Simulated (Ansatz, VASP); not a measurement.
## Ti in VASP and in Ansatz

File INCAR:

```
ALGO     = Normal         # electronic algorithm
EDIFF    = 1E-6           # SCF threshold, eV
ENCUT    = 500            # plane-wave cutoff, eV
GGA      = PE             # functional
GGA_COMPAT= False        
ISIF     = 2              # what is computed and relaxed
ISMEAR   = 0              # smearing method
LASPH    = True           # aspherical terms in the spheres
LCHARG   = False          # write CHGCAR
LREAL    = False          # projectors in reciprocal space
LWAVE    = False          # write WAVECAR
NBANDS   = 25             # bands
NELM     = 120            # most SCF steps
PREC     = Accurate       # precision mode
SIGMA    = 0.15           # smearing width, eV
```

File KPOINTS:

```
k-points
0
Gamma
  12 12 14
```

The input POSCAR:

```
Ti
1.0
    4.5790987804      0.0000000000      0.0000000000
   -2.2895493902      3.9656158702      0.0000000000
    0.0000000000      0.0000000000      2.8317615649
Ti
3
Direct
   -0.0493546898      0.0000000000      0.0000000000
    0.3580106782      0.6666666667      0.4491482610
    0.6913440116      0.3333333333      0.5508517390
```

Input for Ansatz:

```yaml
crystal:
  lattice:
    - [4.5790987804, 0.0, 0.0]
    - [-2.2895493902, 3.9656158702, 0.0]
    - [0.0, 0.0, 2.8317615649]
  atoms:
    - { symbol: Ti, position: [-0.0493546898, 0.0, 0.0] }
    - { symbol: Ti, position: [0.3580106782, 0.6666666667, 0.449148261] }
    - { symbol: Ti, position: [0.6913440116, 0.3333333333, 0.550851739] }
basis:
  ecutwfc: 520.0
kpoints:
  mp_grid: { grid: [12, 12, 14] }
hamiltonian:
  xc: pbe
  pseudopotentials: { kind: paw, azcp: { folder: soft_1 } }
scf:
  occupations: { method: gaussian, width: 0.15 }
output:
  forces: true
  stress: true
  eigenvalues: true
```

Change from the starting cell: mode 4 frozen in at -0.144 Å and mode 5 at -0.226 Å (largest displacements).

Alike in both runs: task single point; functional PBE; k mesh 12 × 12 × 14; occupations gaussian, width 0.15 eV; no spin polarisation.

```csv
,VASP,Ansatz
version,VASP 6.6.1,Ansatz 0.2.0
potentials or method,"VASP PAW PBE potentials, release 64 (Ti_sv), cutoff 500 eV","scalar-relativistic, plane waves, PAW"
valence electrons in the cell,36,36
```

```csv
,VASP,Ansatz,Ansatz less VASP
gap on the k mesh at the Fermi level (eV),none,none,-
pressure (GPa),2.7,3.0,+0.26
"traceless stress, the component that is largest in VASP (GPa)",1.42,1.41,-0.007
rms of the force components (eV/Å),0.658,0.662,+0.0041
```

Atom by atom the forces differ by 0.004 eV/Å (rms over components). A gap of «none» marks a metal or a gap that the smearing closes.
